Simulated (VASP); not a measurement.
MgPbS3:

```
CELL_PARAMETERS angstrom
5.16355 0.00000 0.00000
0.00000 5.16355 0.00000
0.00000 0.00000 5.16355
ATOMIC_POSITIONS crystal
Mg 0.00000 0.00000 0.00000
Pb 0.50000 0.50000 0.50000
S 0.50000 0.50000 0.00000
S 0.50000 0.00000 0.50000
S 0.00000 0.50000 0.50000
```

| Item | Value |
| --- | --- |
| Program | VASP 6.6.1 |
| Task | relaxation of cell and atoms |
| Functional | PBEsol |
| Potentials or basis | VASP PAW PBE potentials, release 64 (Mg, Pb_d, S) |
| Cutoff | 600 eV |
| k mesh | 4 × 4 × 4 |
| Occupations | fermi-dirac, width 0.03 eV |
| Spin | no spin polarisation |

At the start: pressure -2.0 GPa; volume 27.53 Å³/atom.

Problem. How do energy, volume and symmetry change on relaxing?

Solution. Over 3 steps the energy falls by 7.9 meV/atom and the volume is 26.28 Å³/atom (-4.6 %); space group Pm-3m (No. 221, to 0.05 Å).

Step by step:
```csv
step,energy change (eV),largest force (eV/Å),pressure (GPa),volume (Å³)
1,0.0000,0.0000,-1.95,137.67
2,-0.0396,0.0000,0.11,131.10
3,-0.0397,0.0000,0.00,131.40
```

Final structure:
```cif
data_structure
_symmetry_space_group_name_H-M 'P 1'
_symmetry_Int_Tables_number 1
_cell_length_a 5.0840
_cell_length_b 5.0840
_cell_length_c 5.0840
_cell_angle_alpha 90.000
_cell_angle_beta 90.000
_cell_angle_gamma 90.000
_cell_volume 131.40
loop_
_atom_site_label
_atom_site_type_symbol
_atom_site_fract_x
_atom_site_fract_y
_atom_site_fract_z
_atom_site_occupancy
Mg1 Mg 0.00000 0.00000 0.00000 1
Pb1 Pb 0.50000 0.50000 0.50000 1
S1 S 0.50000 0.50000 0.00000 1
S2 S 0.50000 0.00000 0.50000 1
S3 S 0.00000 0.50000 0.50000 1
```

Caveat: the PAW data sets were made with another functional, which shifts forces and pressure a little.
